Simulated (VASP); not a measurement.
A run of VASP 6.6.1:

File INCAR:

```
PREC = Accurate
ENCUT = 520
EDIFF = 1E-6
ISMEAR = 0
SIGMA = 0.1
LREAL = False
LASPH = True
NELM = 100
ALGO = Normal
ISIF = 2
LWAVE = False
LCHARG = False
GGA = PE
NBANDS = 25
```

KPOINTS

```
regular mesh
0
Gamma
  6 6 4
```

Contents of POSCAR:

```
K3TeH
1.0
    5.5054503900      0.0000000000      0.0000000000
   -2.7527252000      4.7678599000      0.0000000000
    0.0000000000      0.0000000000      6.5791282500
K Te H
3 1 1
Direct
    0.3333333300      0.6666666700      0.5295525100
    0.6666666700      0.3333333300      0.5295525100
    0.0000000000      0.0000000000      0.7708060400
    0.0000000000      0.0000000000      0.1623668300
    0.0000000000      0.0000000000      0.5002532000
```

Potentials or basis: VASP PAW PBE potentials, release 64 (K_sv, Te, H).

Command:

```console
$ cat potpaw_PBE.64/K_sv/POTCAR potpaw_PBE.64/Te/POTCAR potpaw_PBE.64/H/POTCAR > POTCAR
$ mpirun -np 1 vasp_std > vasp.out
```

Hardware: 1 thread of Intel(R) Xeon(R) Platinum 8559C (Emerald Rapids), with other jobs on the host.

**Question.** How long does it take, and how much memory?

**Answer.** Wall time 57 s on 1 thread of Intel(R) Xeon(R) Platinum 8559C (Emerald Rapids) (shared host), peak memory 0.31 GiB. Counts: scf iterations 15, k points 21.
